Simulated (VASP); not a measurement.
# Li2S (Fm-3m) in VASP: further runs

Aim: see how the results for Li2S move with the level of theory and the settings. Levels: PBE, r2SCAN. Tasks: single point.

Program: VASP 6.6.1. These are calculated values, not measurements. Logs are shortened: lines on timing, memory, paths and dates and some standing lists are left out, and cuts for length are marked.

### Step 1. The cell of the first run

It takes space group Fm-3m (No. 225, cubic). Conventional cell: a = 5.691 Å, b = 5.691 Å, c = 5.691 Å, α = 90.00°, β = 90.00°, γ = 90.00°. Within 3.3 Å of Li (site symmetry -43m) lie 4 S at 2.46 Å and 6 Li at 2.85 Å. S (site symmetry m-3m) has 8 Li at 2.46 Å within 3.3 Å.

### Step 2. Single point, PBE

File INCAR:

```
PREC = Accurate ; ENCUT = 750
EDIFF = 1E-6 ; ISMEAR = 0
SIGMA = 0.01 ; LREAL = F
LASPH = T ; NELM = 120
ALGO = Normal ; ISIF = 2
LWAVE = F ; LCHARG = F
GGA = PE ; NBANDS = 13
GGA_COMPAT = F
```

File KPOINTS:

```
Automatic mesh
0
Gamma
  8 8 8
```

File POSCAR:

```
Li2S
1.0
    0.0000000000      2.8452944241      2.8452944241
    2.8452944241      0.0000000000      2.8452944241
    2.8452944241      2.8452944241      0.0000000000
Li S
2 1
Direct
    0.2500000000      0.2500000000      0.2500000000
    0.7500000000      0.7500000000      0.7500000000
    0.0000000000      0.0000000000      0.0000000000
```

Potentials or basis: VASP PAW PBE potentials, release 64 (Li_sv, S).

On the command line:

```
$ cat potpaw_PBE.64/Li_sv/POTCAR potpaw_PBE.64/S/POTCAR > POTCAR
$ mpirun -np 1 vasp_std > vasp.out
```

OUTCAR:

```text
PREC = Accurate
   ENCUT = 750
   EDIFF = 1E-6
   ISMEAR = 0
   LREAL = F
   LASPH = T
   NELM = 120
   ISIF = 2
   GGA = PE

 ion  position               nearest neighbor table
   1  0.250  0.250  0.250-   3 2.46   3 2.46   3 2.46   3 2.46
   2  0.750  0.750  0.750-   3 2.46   3 2.46   3 2.46   3 2.46
   3  0.000  0.000  0.000-   2 2.46   2 2.46   2 2.46   1 2.46   2 2.46   1 2.46   1 2.46   1 2.46

  LATTYP: Found a face centered cubic cell.
 ALAT       =     5.6905888482

  Lattice vectors:

 A1 = (   0.0000000000,   2.8452944241,   2.8452944241)
 A2 = (   2.8452944241,   0.0000000000,   2.8452944241)
 A3 = (   2.8452944241,   2.8452944241,   0.0000000000)

Analysis of symmetry for initial positions (statically):
=====================================================================
 Subroutine PRICEL returns:
 Original cell was already a primitive cell.

 Routine SETGRP: Setting up the symmetry group for a
 face centered cubic supercell.

 Subroutine GETGRP returns: Found 48 space group operations
 (whereof 48 operations were pure point group operations)
 out of a pool of 48 trial point group operations.

The static configuration has the point symmetry O_h .

Analysis of symmetry for dynamics (positions and initial velocities):
=====================================================================
 Subroutine PRICEL returns:
 Original cell was already a primitive cell.

 Routine SETGRP: Setting up the symmetry group for a
 face centered cubic supercell.

 Subroutine GETGRP returns: Found 48 space group operations
 (whereof 48 operations were pure point group operations)
 out of a pool of 48 trial point group operations.

The dynamic configuration has the point symmetry O_h .

 Subroutine INISYM returns: Found 48 space group operations
 (whereof 48 operations are pure point group operations),
 and found     1 'primitive' translations

----------------------------------------------------------------------------------------

                                     Primitive cell

  volume of cell :      46.0693

  direct lattice vectors                    reciprocal lattice vectors
     0.000000000  2.845294424  2.845294424    -0.175728739  0.175728739  0.175728739
     2.845294424  0.000000000  2.845294424     0.175728739 -0.175728739  0.175728739
     2.845294424  2.845294424  0.000000000     0.175728739  0.175728739 -0.175728739

  length of vectors
     4.023853964  4.023853964  4.023853964     0.304371104  0.304371104  0.304371104

  position of ions in fractional coordinates (direct lattice)
     0.250000000  0.250000000  0.250000000
     0.750000000  0.750000000  0.750000000
     0.000000000  0.000000000  0.000000000

  ion indices of the primitive-cell ions
   primitive index   ion index
                 1           1
                 2           2
                 3           3

----------------------------------------------------------------------------------------

 KPOINTS: Automatic mesh

Automatic generation of k-mesh.
 Grid dimensions read from file:
 generate k-points for:    8    8    8

 Generating k-lattice:

  Cartesian coordinates                     Fractional coordinates (reciprocal lattice)
    -0.021966092  0.021966092  0.021966092     0.125000000  0.000000000  0.000000000
     0.021966092 -0.021966092  0.021966092     0.000000000  0.125000000  0.000000000
     0.021966092  0.021966092 -0.021966092     0.000000000  0.000000000  0.125000000

  Length of vectors
     0.038046388  0.038046388  0.038046388

  Shift w.r.t. Gamma in fractional coordinates (k-lattice)
     0.000000000  0.000000000  0.000000000

 Subroutine IBZKPT returns following result:
 ===========================================

 Found     29 irreducible k-points:

 Following reciprocal coordinates:
            Coordinates               Weight
  0.000000  0.000000  0.000000      1.000000
  0.125000  0.000000  0.000000      8.000000
  0.250000  0.000000  0.000000      8.000000
  0.375000  0.000000  0.000000      8.000000
  0.500000  0.000000  0.000000      4.000000
  0.125000  0.125000  0.000000      6.000000
[... 16 lines left out ...]
  0.500000  0.250000  0.125000     48.000000
 -0.375000  0.250000  0.125000     24.000000
 [... further k-points ...]
   k-points           NKPTS =     29   k-points in BZ     NKDIM =     29   number of bands    NBANDS=     13
   number of dos      NEDOS =    301   number of ions     NIONS =      3
   total plane-waves  NPLWV =  46656
   dimension x,y,z NGX =    36 NGY =   36 NGZ =   36
   dimension x,y,z NGXF=    72 NGYF=   72 NGZF=   72
   ions per type =               2   1
   NGX,Y,Z   is equivalent  to a cutoff of  14.87, 14.87, 14.87 a.u.
   NGXF,Y,Z  is equivalent  to a cutoff of  29.75, 29.75, 29.75 a.u.
 SYSTEM =  unknown system
   PREC   = accura    normal or accurate (medium, high low for compatibility)
   ISTART =      0    job   : 0-new  1-cont  2-samecut
   ICHARG =      2    charge: 1-file 2-atom 10-const
   ISPIN  =      1    spin polarized calculation?
   LNONCOLLINEAR =      F non collinear calculations
   LSORBIT =      F    spin-orbit coupling
   LASPH  =      T    aspherical Exc in radial PAW
   ENCUT  =  750.0 eV  55.12 Ry    7.42 a.u.   8.99  8.99  8.99*2*pi/ulx,y,z
   NELM   =    120;   NELMIN=  2; NELMDL= -5     # of ELM steps
   EDIFF  = 0.1E-05   stopping-criterion for ELM
   LREAL  =      F    real-space projection
   EDIFFG = 0.1E-04   stopping-criterion for IOM
   NSW    =      0    number of steps for IOM
   IBRION =     -1    ionic relax: 0-MD 1-quasi-New 2-CG
   NFREE  =      0    steps in history (QN), initial steepest desc. (CG)
   ISIF   =      2    stress and relaxation
   ISYM   =      2    0-nonsym 1-usesym 2-fastsym
   POTIM  = 0.5000    time-step for ionic-motion
   TEBEG  =    0.0;   TEEND  =   0.0 temperature during run
   PSTRESS=    0.0 pullay stress
   NELECT =      12.0000    total number of electrons
   NUPDOWN=      -1.0000    fix difference up-down
   EMIN   =  10.00;   EMAX   =-10.00  energy-range for DOS
   EFERMI =   0.00;   METHOD = LEGACY
   ISMEAR =     0;   SIGMA  =   0.01  broadening in eV -4-tet -1-fermi 0-gaus
   EFERMI_NEDOS =   21; number of points for ismear=-14 and -15
   IALGO  =     38    algorithm
   IMIX   =      4    mixing-type and parameters
     AMIX     =   0.40;   BMIX     =  1.00
     AMIX_MAG =   1.60;   BMIX_MAG =  1.00
  volume/ion in A,a.u.               =      15.36       103.63
  Fermi-wavevector in a.u.,A,eV,Ry     =   1.045518  1.975742 14.872626  1.093107
  Thomas-Fermi vector in A             =   2.180317
   LORBIT       =      0    0 simple, 1 ext, 2 COOP (PROOUT), +10 PAW based schemes
   GGA     = PE    functional components
   LHFCALC =     F    Hartree Fock is set to
   AEXX    =    0.0000 exact exchange contribution
   IVDW    =     0    specifies the selected vdW correction
   LEPSILON=     F    determine dielectric tensor
   LRPA    =     F    only Hartree local field effects (RPA)
 non-spin polarized calculation
 Gauss-broadening in eV      SIGMA  =   0.01
  energy-cutoff  :      750.00
  volume of cell :       46.07
 maximum number of plane-waves:      2180
   NGX = 17   NGY = 17   NGZ = 17

 number of electron      11.9999998 magnetization

 Free energy of the ion-electron system (eV)
  ---------------------------------------------------
  ext. energy  EPLUGINS =         0.00000000
  ---------------------------------------------------
  free energy    TOTEN  =       -11.99475443 eV

  energy without entropy =      -11.99475443  energy(sigma->0) =      -11.99475443

 E-fermi :   1.5293     XC(G=0):  -8.5225

 val. band max:        1.4865310740   @ k =   0.0000   0.0000   0.0000
 cond. band min:       4.8741717079   @ k =   0.5000   0.5000   0.0000
 fundamental gap:      3.3876406340
 Fermi energy:         1.5293006991

 k-point     1 :       0.0000    0.0000    0.0000
  band No.  band energies     occupation
      1     -42.6771      2.00000
      2     -42.6338      2.00000
      3      -9.5486      2.00000
      4       1.4865      2.00000
      5       1.4865      2.00000
      6       1.4865      2.00000
      7       5.7761      0.00000
      8       7.7188      0.00000
      9       7.7188      0.00000
     10       7.7188      0.00000
     11      12.6767      0.00000
     12      12.6767      0.00000
     13      13.9345      0.00000

 k-point     2 :       0.1250    0.0000    0.0000
  band No.  band energies     occupation
      1     -42.6753      2.00000
      2     -42.6354      2.00000
      3      -9.4916      2.00000
      4       0.8883      2.00000
      5       1.3982      2.00000
      6       1.3982      2.00000
      7       6.2075      0.00000
      8       7.9552      0.00000
      9       7.9552      0.00000
     10       8.0717      0.00000
     11      11.7144      0.00000
     12      11.7144      0.00000
     13      14.0802      0.00000

 k-point     3 :       0.2500    0.0000    0.0000
  band No.  band energies     occupation
      1     -42.6703      2.00000
      2     -42.6398      2.00000
      3      -9.3452      2.00000
      4      -0.2063      2.00000
      5       1.2071      2.00000
      6       1.2071      2.00000
      7       6.8753      0.00000
      8       8.2812      0.00000
      9       8.2812      0.00000
     10       8.9197      0.00000
     11      11.3464      0.00000
     12      11.3464      0.00000
     13      14.5168      0.00000

 k-point     4 :       0.3750    0.0000    0.0000
  band No.  band energies     occupation
      1     -42.6630      2.00000
      2     -42.6465      2.00000
      3      -9.1841      2.00000
      4      -1.0758      2.00000
      5       1.0402      2.00000
      6       1.0402      2.00000
      7       7.3949      0.00000
      8       8.1811      0.00000
      9       8.1811      0.00000
     10       9.6537      0.00000
     11      12.4224      0.00000
     12      12.4224      0.00000
     13      15.0709      0.00000

 k-point     5 :       0.5000    0.0000    0.0000
  band No.  band energies     occupation
      1     -42.6547      2.00000
      2     -42.6546      2.00000
      3      -9.1122      2.00000
      4      -1.4006      2.00000
      5       0.9768      2.00000
      6       0.9768      2.00000
      7       7.6081      0.00000
      8       8.0648      0.00000
      9       8.0648      0.00000
     10       9.9203      0.00000
     11      14.3162      0.00000
     12      14.3162      0.00000
     13      14.5441      0.00000
[... 257 lines left out ...]
 k-point    22 :       0.3750    0.2500    0.1250
  band No.  band energies     occupation
      1     -42.6671      2.00000
      2     -42.6426      2.00000
      3      -9.2346      2.00000
      4      -0.3305      2.00000
      5       0.4916      2.00000
      6       0.9653      2.00000
      7       6.9430      0.00000
      8       8.5193      0.00000
      9       8.6195      0.00000
     10       9.6027      0.00000
     11      10.5662      0.00000
     12      13.6970      0.00000
     13      16.1732      0.00000

 k-point    23 :       0.5000    0.2500    0.1250
  band No.  band energies     occupation
      1     -42.6612      2.00000
      2     -42.6480      2.00000
      3      -9.1025      2.00000
      4      -0.8679      2.00000
      5       0.2584      2.00000
      6       0.7257      2.00000
      7       7.2258      0.00000
      8       8.2732      0.00000
      9       9.5020      0.00000
     10       9.9239      0.00000
     11      11.5053      0.00000
     12      13.8886      0.00000
     13      15.3010      0.00000

 k-point    24 :      -0.3750    0.2500    0.1250
  band No.  band energies     occupation
      1     -42.6545      2.00000
      2     -42.6545      2.00000
      3      -9.0445      2.00000
      4      -1.1011      2.00000
      5       0.2379      2.00000
      6       0.5784      2.00000
      7       7.3546      0.00000
      8       8.1445      0.00000
      9       9.8559      0.00000
     10      10.4993      0.00000
     11      11.8462      0.00000
     12      13.1744      0.00000
     13      14.8963      0.00000

 [... further k-points ...]

------------------------ aborting loop because EDIFF is reached ----------------------------------------

  FORCE on cell =-STRESS in cart. coord.  units (eV):
  Direction    XX          YY          ZZ          XY          YZ          ZX
  --------------------------------------------------------------------------------------
  -------------------------------------------------------------------------------------
  Total        0.0570195      0.0570195      0.0570195      0.0000000     -0.0000000     -0.0000000
  in kB        1.9829988      1.9829988      1.9829988      0.0000000     -0.0000000     -0.0000000
  external PRESSURE =       1.9829988 kB  Pullay stress =       0.0000000 kB

 VOLUME and BASIS-vectors are now :
 -----------------------------------------------------------------------------
  energy-cutoff  :      750.00
  volume of cell :       46.07
      direct lattice vectors                 reciprocal lattice vectors
     0.000000000  2.845294424  2.845294424    -0.175728739  0.175728739  0.175728739
     2.845294424  0.000000000  2.845294424     0.175728739 -0.175728739  0.175728739
     2.845294424  2.845294424  0.000000000     0.175728739  0.175728739 -0.175728739

 POSITION                                       TOTAL-FORCE (eV/Angst)
 -----------------------------------------------------------------------------------
      1.42265      1.42265      1.42265         0.000000      0.000000      0.000000
      4.26794      4.26794      4.26794        -0.000000     -0.000000     -0.000000
      0.00000      0.00000      0.00000         0.000000     -0.000000     -0.000000
 -----------------------------------------------------------------------------------
    total drift:                                0.000000      0.000000      0.000000

  FREE ENERGIE OF THE ION-ELECTRON SYSTEM (eV)
  ---------------------------------------------------
  free  energy   TOTEN  =       -11.9947544326 eV

  energy  without entropy=      -11.9947544326  energy(sigma->0) =      -11.99475443
```

Wall time 38 s (1 thread of Intel Xeon Platinum 8488C (Sapphire Rapids), shared host); peak memory 0.2 GiB.

What came out:

* Free energy: -11.9948 eV
* Pressure: 0.2 GPa
* Band gap on the k mesh: 3.39 eV, indirect (least direct gap 4.29 eV)

### Step 3. Single point, r2SCAN (volume changed by -6%)

File POSCAR:

```
Li2S
1.0
    0.0000000000      2.7872108931      2.7872108931
    2.7872108931      0.0000000000      2.7872108931
    2.7872108931      2.7872108931      0.0000000000
Li S
2 1
Direct
    0.2500000000      0.2500000000      0.2500000000
    0.7500000000      0.7500000000      0.7500000000
    0.0000000000      0.0000000000      0.0000000000
```

File INCAR.step1:

```
PREC = Accurate
ENCUT = 830
ISMEAR = 0
SIGMA = 0.01
LREAL = F
LASPH = T
NELM = 120
NBANDS = 13
GGA = PE
ALGO = Normal
EDIFF = 1E-5
LWAVE = T
LCHARG = F
GGA_COMPAT = F
```

File INCAR.step2:

```
PREC = Accurate
ENCUT = 830
EDIFF = 1E-6
ISMEAR = 0
SIGMA = 0.01
LREAL = F
LASPH = T
NELM = 120
ALGO = Normal
ISIF = 2
LWAVE = F
LCHARG = F
METAGGA = R2SCAN
LMIXTAU = T
NBANDS = 13
ISTART = 1
GGA_COMPAT = F
```

File KPOINTS:

```
regular mesh
0
Gamma
  6 6 6
```

Potentials or basis: VASP PAW PBE potentials, release 64 (Li_sv, S).

On the command line:

```
$ cat potpaw_PBE.64/Li_sv/POTCAR potpaw_PBE.64/S/POTCAR > POTCAR
$ cp INCAR.step1 INCAR
$ mpirun -np 1 vasp_std > vasp.out
$ cp INCAR.step2 INCAR
$ mpirun -np 1 vasp_std > vasp.out
```

OUTCAR:

```text
PREC = Accurate
   ENCUT = 830
   EDIFF = 1E-6
   ISMEAR = 0
   LREAL = F
   LASPH = T
   NELM = 120
   ISIF = 2
   METAGGA = R2SCAN
   ISTART = 1

 ion  position               nearest neighbor table
   1  0.250  0.250  0.250-   3 2.41   3 2.41   3 2.41   3 2.41
   2  0.750  0.750  0.750-   3 2.41   3 2.41   3 2.41   3 2.41
   3  0.000  0.000  0.000-   1 2.41   2 2.41   2 2.41   2 2.41   2 2.41   1 2.41   1 2.41   1 2.41

  LATTYP: Found a face centered cubic cell.
 ALAT       =     5.5744217862
[... 439 lines left out ...]

  FORCE on cell =-STRESS in cart. coord.  units (eV):
  Direction    XX          YY          ZZ          XY          YZ          ZX
  --------------------------------------------------------------------------------------
  -------------------------------------------------------------------------------------
  Total        0.7640815      0.7640815      0.7640815     -0.0000000      0.0000000     -0.0000000
  in kB       28.2690215     28.2690215     28.2690215     -0.0000000      0.0000000     -0.0000000
  external PRESSURE =      28.2690215 kB  Pullay stress =       0.0000000 kB

 VOLUME and BASIS-vectors are now :
 -----------------------------------------------------------------------------
  energy-cutoff  :      830.00
  volume of cell :       43.31
      direct lattice vectors                 reciprocal lattice vectors
     0.000000000  2.787210893  2.787210893    -0.179390803  0.179390803  0.179390803
     2.787210893  0.000000000  2.787210893     0.179390803 -0.179390803  0.179390803
     2.787210893  2.787210893  0.000000000     0.179390803  0.179390803 -0.179390803

 POSITION                                       TOTAL-FORCE (eV/Angst)
 -----------------------------------------------------------------------------------
      1.39361      1.39361      1.39361        -0.000000     -0.000000     -0.000000
      4.18082      4.18082      4.18082         0.000000      0.000000      0.000000
      0.00000      0.00000      0.00000         0.000000     -0.000000      0.000000
 -----------------------------------------------------------------------------------
    total drift:                                0.000000     -0.000000      0.000000

  FREE ENERGIE OF THE ION-ELECTRON SYSTEM (eV)
  ---------------------------------------------------
  free  energy   TOTEN  =       -17.3617390842 eV

  energy  without entropy=      -17.3617390842  energy(sigma->0) =      -17.36173908
```

OUTCAR.step1:

```text
PREC = Accurate
   ENCUT = 830
   ISMEAR = 0
   LREAL = F
[... 471 lines left out ...]
      1.39361      1.39361      1.39361        -0.000000     -0.000000      0.000000
      4.18082      4.18082      4.18082         0.000000      0.000000     -0.000000
      0.00000      0.00000      0.00000         0.000000     -0.000000     -0.000000
 -----------------------------------------------------------------------------------
    total drift:                                0.000000     -0.000000      0.000000

  FREE ENERGIE OF THE ION-ELECTRON SYSTEM (eV)
  ---------------------------------------------------
  free  energy   TOTEN  =       -11.9655991508 eV

  energy  without entropy=      -11.9655991508  energy(sigma->0) =      -11.96559915
```

It took 1.7 min on 1 thread of Intel Xeon Platinum 8488C (Sapphire Rapids), shared host; peak memory 0.25 GiB.

What came out:

```yaml
Free_energy: -17.3617 eV
Pressure: 2.8 GPa
Band_gap_on_the_k_mesh: 3.81 eV, indirect (least direct gap 5.38 eV)
```

Caveat: the PAW data sets were made with another functional, which shifts forces and pressure a little. A k mesh can miss the band edges.

(Continued in part 2 of 2.)
